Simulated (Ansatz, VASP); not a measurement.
**One calculation of MgH, two programs**

```
CELL_PARAMETERS angstrom
3.05906 0.00000 0.00000
-1.52953 2.64923 0.00000
0.00000 0.00000 15.00153
ATOMIC_POSITIONS crystal
Mg 0.00000 0.00000 0.00000
Mg 0.33333 0.66667 0.25000
Mg 0.00000 0.00000 0.50000
Mg 0.66667 0.33333 0.75000
H 0.33333 0.66667 0.93981
H 0.66667 0.33333 0.06019
H 0.66667 0.33333 0.43981
H 0.33333 0.66667 0.56019
```

Alike in both runs: task relaxation of cell and atoms; functional r2SCAN; k mesh 12 × 12 × 2; occupations gaussian, width 0.1 eV; no spin polarisation.

```csv
,VASP,Ansatz
version,VASP 6.6.1,Ansatz 0.2.0
potentials or method,"VASP PAW PBE potentials, release 64 (Mg, H), cutoff 600 eV","scalar-relativistic, plane waves, PAW"
valence electrons in the cell,12,44
```

Ansatz gave:

| Quantity | Value |
| --- | --- |
| gap on the k mesh at the Fermi level, each at its own relaxed structure (eV) | none |
| relaxed volume (Å³/atom) | 15.46 |
| relaxed cell length with the largest relative difference (Å) | 15.354 |

**Question.** What did VASP give for the same quantities?

**Answer.** gap on the k mesh at the Fermi level, each at its own relaxed structure (eV): none; relaxed volume (Å³/atom): 15.13; relaxed cell length with the largest relative difference (Å): 15.004.

VASP's potentials were made for PBE, not for r2SCAN. A gap of «none» marks a metal or a gap that the smearing closes. VASP's potentials hold 12 valence electrons a cell and Ansatz's 44, so a difference there can come from the potentials and not from the codes.
